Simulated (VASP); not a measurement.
Runs of VASP 6.6.1 on BN. The structure is that of space group P6_3/mmc (No. 194), or close to it. The cells are those of the table. 

```csv
level,cell,k mesh,smearing,grid for exact exchange (PRECFOCK),screening parameter,gap on the mesh (eV),pressure (GPa)
r2SCAN,"a = 2.501, b = 2.506, c = 6.893 Å, angles 90.0, 90.0, 120.2°, 4 atoms",12 × 12 × 4,gaussian 0.01 eV,-,-,4.91,(b)
PBE,"a = 2.601, b = 2.601, c = 7.170 Å, angles 90.0, 90.0, 120.0°, 4 atoms",12 × 12 × 4,fermi-dirac 0.02 eV,-,-,(c),-19.2
r2SCAN,"a = 2.601, b = 2.601, c = 7.170 Å, angles 90.0, 90.0, 120.0°, 4 atoms",12 × 12 × 4,gaussian 0.01 eV,-,-,4.76,-22.7
HSE06,"a = 2.601, b = 2.601, c = 7.170 Å, angles 90.0, 90.0, 120.0°, 4 atoms",9 × 9 × 4,gaussian 0.01 eV,Normal,0.2079 1/Å,5.58,(a)
PBE,"a = 2.501, b = 2.506, c = 6.893 Å, angles 90.0, 90.0, 120.2°, 4 atoms",12 × 12 × 4,fermi-dirac 0.02 eV,-,-,4.32,3.9
```

Alike in all rows: task single point; potentials or basis VASP PAW PBE potentials, release 64 (B, N); no spin polarisation; cutoff (eV) 520.

Estimate the missing entries.

(a) -23.9; (b) 0.4; (c) 4.18.

Caveats: the PAW data sets were made with another functional, which shifts forces and pressure a little (some runs); this functional lacks dispersion, which binds the layers, so the pressure and a relaxed spacing across them are unreliable (some runs).

A k mesh can miss the band edges.
